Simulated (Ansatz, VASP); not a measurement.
## TiO2: VASP beside Ansatz

File INCAR:

```
PREC = Accurate ; ENCUT = 520
EDIFF = 1E-6 ; ISMEAR = 0
SIGMA = 0.05 ; LREAL = F
LASPH = T ; NELM = 150
ALGO = Normal ; ISIF = 2
LWAVE = F ; LCHARG = F
LMAXMIX = 4 ; LDAU = T
LDAUTYPE = 2 ; LDAUL = 2 -1
LDAUU = 4 0 ; LDAUJ = 0 0
LDAUPRINT = 1 ; GGA = PE
NBANDS = 33
```

File KPOINTS:

```
regular mesh
0
Gamma
  10 10 10
```

POSCAR

```
TiO2
1.0
   -1.7490817411      1.7490817411      5.8227149341
    1.7490817411     -1.7490817411      5.8227149341
    1.7490817411      1.7490817411     -5.8227149341
Ti O
2 4
Direct
    0.0000000000      0.0000000000      0.0000000000
    0.7500000000      0.2500000000      0.5000000000
    0.2052765759      0.2052765759      0.0000000000
    0.9552765759      0.4552765759      0.5000000000
    0.5447234241      0.0447234241      0.5000000000
    0.7947234241      0.7947234241      0.0000000000
```

Input for Ansatz:

```yaml
crystal:
  lattice:
    - [-1.7490817411, 1.7490817411, 5.8227149341]
    - [1.7490817411, -1.7490817411, 5.8227149341]
    - [1.7490817411, 1.7490817411, -5.8227149341]
  atoms:
    - { symbol: Ti, position: [0.0, 0.0, 0.0] }
    - { symbol: Ti, position: [0.75, 0.25, 0.5] }
    - { symbol: O, position: [0.2052765759, 0.2052765759, 0.0] }
    - { symbol: O, position: [0.9552765759, 0.4552765759, 0.5] }
    - { symbol: O, position: [0.5447234241, 0.0447234241, 0.5] }
    - { symbol: O, position: [0.7947234241, 0.7947234241, 0.0] }
basis:
  ecutwfc: 420
kpoints:
  mp_grid: { grid: [10, 10, 10] }
hamiltonian:
  xc: pbe
  hubbard: { sites: [{ species: Ti, l: d, u_eff: 4.0 }] }
scf:
  occupations: { method: gaussian, width: 0.05 }
output:
  forces: true
  stress: true
  eigenvalues: true
```

Alike in both runs: task single point; functional PBE; k mesh 10 × 10 × 10; occupations gaussian, width 0.05 eV; no spin polarisation; Hubbard terms Ti d U = 4.0 eV.

|  | VASP | Ansatz |
| --- | --- | --- |
| version | VASP 6.6.1 | Ansatz 0.2.0 |
| potentials or method | VASP PAW PBE potentials, release 64 (Ti_sv, O), cutoff 520 eV | scalar-relativistic, plane waves, PAW |
| valence electrons in the cell | 48 | 48 |

```csv
,VASP,Ansatz,Ansatz less VASP
gap on the k mesh at the Fermi level (eV),3.02,2.98,-0.039
least direct gap on the mesh (eV),3.04,3.05,+0.006
pressure (GPa),20.9,15.7,-5.23
"traceless stress, the component that is largest in VASP (GPa)",-26.06,-21.53,+4.533
rms of the force components (eV/Å),0.916,0.835,-0.0809
```

The programs project onto different local orbitals, so the same U acts differently, and such runs can settle in different states. Atom by atom the forces differ by 0.081 eV/Å (rms over components).
